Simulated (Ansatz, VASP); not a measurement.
# Ir: VASP beside Ansatz

File INCAR:

```
SYSTEM = Ir
ALGO = Normal
EDIFF = 1E-7
EDIFFG = -0.05
ENCUT = 500
GGA = PS
GGA_COMPAT = .FALSE.
IBRION = 2
ISIF = 3
ISMEAR = 0
LASPH = .TRUE.
LCHARG = .FALSE.
LREAL = .FALSE.
LWAVE = .FALSE.
NELM = 120
NELMIN = 4
NSW = 80
PREC = Accurate
SIGMA = 0.1
```

The input KPOINTS:

```
k-points
0
G
  10 10 10
  0 0 0
```

The input POSCAR:

```
Ir
1.0
    0.0000000000      1.8809419538      1.8809419538
    1.8809419538      0.0000000000      1.8809419538
    1.8809419538      1.8809419538      0.0000000000
Ir
1
Direct
    0.0000000000      0.0000000000      0.0000000000
```

Input for Ansatz:

```yaml
crystal:
  lattice:
    - [0.0, 1.8809419538, 1.8809419538]
    - [1.8809419538, 0.0, 1.8809419538]
    - [1.8809419538, 1.8809419538, 0.0]
  atoms:
    - { symbol: Ir, position: [0.0, 0.0, 0.0] }
basis:
  ecutwfc: 420
kpoints:
  mp_grid: { grid: [10, 10, 10] }
hamiltonian:
  xc: pbesol
scf:
  occupations: { method: gaussian, width: 0.1 }
output:
  forces: true
  stress: true
  eigenvalues: true
relax:
  adjacent_minimum: "off"
  f_tol: 0.05
  max_steps: 60
  cell: { stress_tol: 0.5 }
```

Alike in both runs: task relaxation of cell and atoms; functional PBEsol; k mesh 10 × 10 × 10; occupations gaussian, width 0.1 eV; no spin polarisation.

|  | VASP | Ansatz |
| --- | --- | --- |
| version | VASP 6.6.1 | Ansatz 0.2.0 |
| potentials or method | VASP PAW PBE potentials, release 64 (Ir), cutoff 500 eV | scalar-relativistic, plane waves, PAW |
| valence electrons in the cell | 9 | 17 |

Ansatz gave:

```
gap on the k mesh at the Fermi level, each at its own relaxed structure (eV) : none
relaxed volume (Å³/atom)                                                     : 14.07
relaxed cell length with the largest relative difference (Å)                 : 2.709
```

**Question.** What did VASP give for the same quantities?

**Answer.** gap on the k mesh at the Fermi level, each at its own relaxed structure (eV): none; relaxed volume (Å³/atom): 14.09; relaxed cell length with the largest relative difference (Å): 2.711.

VASP's potentials were made for PBE, not for PBEsol. A gap of «none» marks a metal or a gap that the smearing closes. VASP's potentials hold 9 valence electrons a cell and Ansatz's 17, so a difference there can come from the potentials and not from the codes.

Spin-orbit coupling is off throughout.
